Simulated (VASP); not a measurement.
Runs of VASP 6.6.1 on Co. The structure is that of space group P6_3/mmc (No. 194), or close to it. The cells are those of the table. 

```tsv
cell	gap on the mesh (eV)	pressure (GPa)	moment (μB)
a = 2.465, b = 2.465, c = 4.001 Å, angles 90.0, 90.0, 120.0°, 2 atoms	none	6.4	3.16
a = 2.569, b = 2.569, c = 4.169 Å, angles 90.0, 90.0, 120.0°, 2 atoms	none	(c)	3.31
a = 2.528, b = 2.528, c = 4.104 Å, angles 90.0, 90.0, 120.0°, 2 atoms	none	-9.1	(d)
a = 2.421, b = 2.421, c = 3.929 Å, angles 90.0, 90.0, 120.0°, 2 atoms	none	21.2	3.08
a = 2.588, b = 2.588, c = 4.201 Å, angles 90.0, 90.0, 120.0°, 2 atoms	none	-18.8	3.34
a = 2.549, b = 2.549, c = 4.137 Å, angles 90.0, 90.0, 120.0°, 2 atoms	none	-12.9	3.28
a = 2.486, b = 2.486, c = 4.036 Å, angles 90.0, 90.0, 120.0°, 2 atoms	none	(a)	3.19
a = 2.443, b = 2.443, c = 3.965 Å, angles 90.0, 90.0, 120.0°, 2 atoms	none	(b)	3.12
```

Alike in all rows: task single point; level PBE; potentials or basis VASP PAW PBE potentials, release 64 (Co); spin collinear, ferromagnetic start; k mesh 13 × 13 × 7; cutoff (eV) 520; smearing fermi-dirac 0.1 eV.

Estimate the missing entries.

(a) 0.4; (b) 13.3; (c) -16.1; (d) 3.25.

Caveats: the cell stands under tension (at least some runs); the cell stands under pressure (at least some runs).

A gap of «none» marks levels without a gap at the run's occupations.
